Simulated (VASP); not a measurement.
A run of VASP 6.6.1 is set up as follows.

INCAR

```
SYSTEM = Bi
  ALGO = Normal
  EDIFF = 1E-7
  EDIFFG = -0.02
  ENCUT = 500
  GGA = CA
  GGA_COMPAT = .FALSE.
  IBRION = 2
  ISIF = 3
  ISMEAR = 0
  LASPH = .TRUE.
  LCHARG = .FALSE.
  LREAL = .FALSE.
  LWAVE = .FALSE.
  NELM = 120
  NELMIN = 4
  NSW = 80
  PREC = Accurate
  PSTRESS = 300.0
  SIGMA = 0.1
```

Contents of KPOINTS:

```
k-points
0
G
  6 6 6
  0 0 0
```

The input POSCAR:

```
Bi
1.0
    0.0000000000      2.6000000000      2.6000000000
    2.6000000000      0.0000000000      2.6000000000
    2.6000000000      2.6000000000      0.0000000000
Bi
1
Direct
    0.0000000000      0.0000000000      0.0000000000
```

Potentials or basis: VASP PAW LDA potentials, release 64 (Bi_d).

Launch:

```bash
$ cat potpaw_LDA.64/Bi_d/POTCAR > POTCAR
$ mpirun -np 1 vasp_std > vasp.out
```

Predict the relaxed volume.

22.76 Å³/atom.

What does it give for the band gap on the k mesh?

Zero (an odd number of electrons rules out a gap without spin polarisation).

Estimate the space group after relaxing (to 0.1 Å).

Fm-3m (No. 225).

Predict the relaxed cell.

a = 3.181 Å, b = 3.181 Å, c = 3.181 Å, α = 60.00°, β = 60.00°, γ = 60.00°.

Step by step:
| step | energy change (eV) | largest force (eV/Å) | pressure (GPa) | volume (Å³) |
| --- | --- | --- | --- | --- |
| 1 | 0.0000 | 0.0000 | -7.74 | 35.15 |
| 2 | 38.9232 | 0.0000 | 1971.37 | 7.61 |
| 3 | -0.1293 | 0.0000 | -4.21 | 31.80 |
| 4 | -0.1620 | 0.0000 | 0.21 | 29.38 |
| 5 | 0.7080 | 0.0000 | 45.88 | 21.16 |
| 6 | 0.2459 | 0.0000 | 26.08 | 23.26 |
| 7 | 0.3259 | 0.0000 | 29.65 | 22.80 |
| 8 | 0.3662 | 0.0000 | 31.43 | 22.59 |
| 9 | 0.2613 | 0.0000 | 26.81 | 23.17 |
| 10 | 0.3335 | 0.0000 | 29.99 | 22.76 |

Caveat: the cell is relaxed towards a set pressure, so the run minimises the enthalpy, not the energy; the volume moved by over 15 % at a fixed basis, so the end points are rough; spin-orbit coupling is left out, which moves the levels of the heavy elements.
